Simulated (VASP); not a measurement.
Ru:

```
Ru
1.0
     2.70580    0.00000    0.00000
    -1.35290    2.34329    0.00000
     0.00000    0.00000    4.28190
Ru
2
Direct
  0.33333 0.66667 0.25000
  0.66667 0.33333 0.75000
```

```yaml
Program: VASP 6.6.1
Task: relaxation of cell and atoms
Functional: PBEsol
Potentials_or_basis: VASP PAW PBE potentials, release 64 (Ru_pv)
Cutoff: 600 eV
k_mesh: 9 × 9 × 5
Occupations: fermi-dirac, width 0.02 eV
Spin: no spin polarisation
```

At the start: pressure -6.6 GPa; volume 13.57 Å³/atom.

**Question.** How do energy, volume and symmetry change on relaxing?

**Answer.** Over 11 steps the energy falls by 5.7 meV/atom and the volume is 13.31 Å³/atom (-2.0 %); space group P6_3/mmc (No. 194, to 0.1 Å) before and after.

The path:
```
step  energy change (eV)  largest force (eV/Å)  pressure (GPa)  volume (Å³)
   1              0.0000                0.0000           -6.64        27.15
   2              0.1102                0.0000           25.61        25.00
   3             -0.0113                0.0000           -0.17        26.63
   4             -0.0113                0.0000            0.00        26.62
   5             -0.0113                0.0000            0.14        26.61
   6             -0.0113                0.0000            0.13        26.60
   7             -0.0113                0.0000            0.11        26.60
   8             -0.0113                0.0000            0.13        26.60
   9             -0.0113                0.0000            0.13        26.60
  10             -0.0113                0.0000           -0.28        26.64
  11             -0.0113                0.0000            0.01        26.61
```

Final structure:
```
Ru
1.0
     2.68644    0.00000    0.00000
    -1.34322    2.32653    0.00000
     0.00000    0.00000    4.25827
Ru
2
Direct
  0.33333 0.66667 0.25000
  0.66667 0.33333 0.75000
```

Caveat: the PAW data sets were made with another functional, which shifts forces and pressure a little.
